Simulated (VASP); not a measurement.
## NaAl2O3: single point with PBE

The system is NaAl2O3.

```xyz
6
Lattice="2.6886 -4.6762 0.2461 2.6886 4.6762 0.2461 -0.3709 0.0000 3.6132" Properties=species:S:1:pos:R:3 pbc="T T T"
Na    3.1355    0.0000    1.4142
Al    2.9504   -3.1174    3.2210
Al    2.9504    3.1174    3.2210
O     1.9919   -1.6659    3.1407
O     1.9919    1.6659    3.1407
O     4.8678    0.0000    3.3809
```

The cell was generated, and may not be a known phase.

```
Program             : VASP 6.6.1
Task                : single point
Functional          : PBE
Potentials or basis : VASP PAW PBE potentials, release 64 (Na_pv, Al, O)
Cutoff              : 520 eV
k mesh              : 8 × 8 × 8
Occupations         : gaussian, width 0.1 eV
Spin                : no spin polarisation
```

The pressure is 0.0 GPa and the largest force is 0.009 eV/Å. The band gap on the k mesh is zero (an odd number of electrons rules out a gap without spin polarisation).

Forces in eV/Å, atoms in the order of the input:
```
Na   0.001  0.000  0.000
Al   0.000  0.000  0.000
Al   0.000  0.000  0.000
O    0.004  0.007  0.000
O    0.004 -0.007  0.000
O   -0.009  0.000  0.000
```

Stress tensor (GPa, compression positive):
```
 0.11  0.00  0.07
 0.00  0.12  0.00
 0.07  0.00 -0.11
```

Levels at points of the mesh, in eV from the Fermi level:
```
           k point  band 12  band 13  band 14  band 15  band 16  band 17  band 18  band 19
(0.00, 0.00, 0.00)    -5.23    -5.23    -4.63    -4.63    -2.35     2.36     4.45     4.45
(0.50, 0.00, 0.00)    -5.19    -4.99    -4.96    -4.68    -0.64     0.36     2.96     3.88
(0.50, 0.50, 0.00)    -5.19    -4.98    -4.96    -4.69    -0.64     0.36     2.96     3.88
(0.00, 0.00, 0.50)    -5.31    -5.31    -5.17    -5.17     0.55     1.55     1.82     4.03
(0.50, 0.00, 0.50)    -6.08    -5.45    -5.30    -4.91     0.60     1.08     3.57     3.76
(0.50, 0.50, 0.50)    -6.08    -5.45    -5.30    -4.91     0.60     1.08     3.58     3.74
```

Run time: 2.5 min on 1 thread of AMD EPYC 9R45 (Zen 5) (shared host), peak memory 0.36 GiB.

Caveat: an odd number of electrons without spin polarisation forces a metal; a magnetic or distorted state may lie lower.
